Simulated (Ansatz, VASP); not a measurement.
# One calculation of Rb, two programs

```
Rb
1.0
    -2.86772    2.86772    2.86772
     2.86772   -2.86772    2.86772
     2.86772    2.86772   -2.86772
Rb
1
Cartesian
  0.0000 0.0000 0.0000
```

Alike in both runs: task single point; functional r2SCAN; k mesh 8 × 8 × 8; no spin polarisation.

|  | VASP | Ansatz |
| --- | --- | --- |
| version | VASP 6.6.1 | Ansatz 0.2.0 |
| potentials or method | VASP PAW PBE potentials, release 64 (Rb_sv), cutoff 520 eV | plane waves (500 eV) with PAW, scalar-relativistic |
| occupations | methfessel-paxton of order 1, width 0.2 eV | cold, width 0.2 eV |
| valence electrons in the cell | 9 | 9 |

```tsv
	VASP	Ansatz	Ansatz less VASP
pressure (GPa)	0.0	0.0	-0.01
```

VASP's potentials were made for PBE, not for r2SCAN.
